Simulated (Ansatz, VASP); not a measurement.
## Two plane-wave programs on SiGe

The input INCAR:

```
PREC = Accurate
ENCUT = 520
EDIFF = 1E-7
ISMEAR = 0
SIGMA = 0.03
LREAL = F
LASPH = T
NELM = 60
ALGO = Normal
ISIF = 2
LWAVE = F
LCHARG = F
GGA = PS
NBANDS = 26
```

Contents of KPOINTS:

```
Automatic mesh
0
Gamma
  12 12 6
```

The input POSCAR:

```
SiGe
1.0
    3.9005968931      0.0000000000      0.0000000000
   -1.9502984466      3.3780159994      0.0000000000
    0.0000000000      0.0000000000      6.4433927721
Si Ge
2 2
Direct
    0.6666666667      0.3333333333      0.8745463420
    0.3333333333      0.6666666667      0.3745463420
    0.6666666667      0.3333333333      0.5004526580
    0.3333333333      0.6666666667      0.0004526580
```

Input for Ansatz:

```yaml
crystal:
  lattice:
    - [3.9005968931, 0.0, 0.0]
    - [-1.9502984466, 3.3780159994, 0.0]
    - [0.0, 0.0, 6.4433927721]
  atoms:
    - { symbol: Si, position: [0.6666666667, 0.3333333333, 0.874546342] }
    - { symbol: Si, position: [0.3333333333, 0.6666666667, 0.374546342] }
    - { symbol: Ge, position: [0.6666666667, 0.3333333333, 0.500452658] }
    - { symbol: Ge, position: [0.3333333333, 0.6666666667, 0.000452658] }
basis:
  ecutwfc: 420
kpoints:
  mp_grid: { grid: [12, 12, 6] }
hamiltonian:
  xc: pbesol
scf:
  occupations: { method: gaussian, width: 0.03 }
output:
  forces: true
  stress: true
  eigenvalues: true
```

Alike in both runs: task single point; functional PBEsol; k mesh 12 × 12 × 6; occupations gaussian, width 0.03 eV; no spin polarisation.

|  | VASP | Ansatz |
| --- | --- | --- |
| version | VASP 6.6.1 | Ansatz 0.2.0 |
| potentials or method | VASP PAW PBE potentials, release 64 (Si, Ge_d), cutoff 520 eV | scalar-relativistic, plane waves, PAW |
| valence electrons in the cell | 36 | 36 |

|  | VASP | Ansatz | Ansatz less VASP |
| --- | --- | --- | --- |
| gap on the k mesh at the Fermi level (eV) | 0.35 | 0.35 | -0.001 |
| least direct gap on the mesh (eV) | 0.41 | 0.40 | -0.005 |
| pressure (GPa) | 0.0 | 0.0 | +0.03 |

VASP's potentials were made for PBE, not for PBEsol. The functional is the same, so the differences come from potentials, cutoffs and numerics.
